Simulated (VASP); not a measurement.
A run of VASP 6.6.1:

Contents of INCAR:

```
SYSTEM = Nb2Sn2S
ALGO = Normal
EDIFF = 1E-6
ENCUT = 520
GGA = PE
ISIF = 2
ISMEAR = 0
LASPH = .True.
LCHARG = .False.
LREAL = .False.
LWAVE = .False.
NBANDS = 38
NELM = 100
PREC = Accurate
SIGMA = 0.1
```

KPOINTS

```
k-points
0
Gamma
  12 12 4
  0 0 0
```

POSCAR

```
Nb2Sn2S
1.0
    3.5076629937      0.0000000000      0.0000000000
   -1.7538314969      3.0377252605      0.0000000000
    0.0000000000      0.0000000000      9.8900966655
Nb Sn S
2 2 1
Direct
    0.3333333333      0.6666666667      0.1283768985
    0.6666666667      0.3333333333      0.8716231015
    0.3333333333      0.6666666667      0.6403164303
    0.6666666667      0.3333333333      0.3596835697
    0.0000000000      0.0000000000      0.0000000000
```

Potentials or basis: VASP PAW PBE potentials, release 64 (Nb_sv, Sn_d, S).

Launch:

```bash
$ cat potpaw_PBE.64/Nb_sv/POTCAR potpaw_PBE.64/Sn_d/POTCAR potpaw_PBE.64/S/POTCAR > POTCAR
$ mpirun -np 1 vasp_std > vasp.out
```

Hardware: 1 thread of Intel Xeon 6975P-C (shared host).

Task: Estimate the wall time of this run.

Result: It took 5.5 min on 1 thread of Intel Xeon 6975P-C, with other jobs on the host, peak memory 0.41 GiB. Counts: scf iterations 15, k points 69.
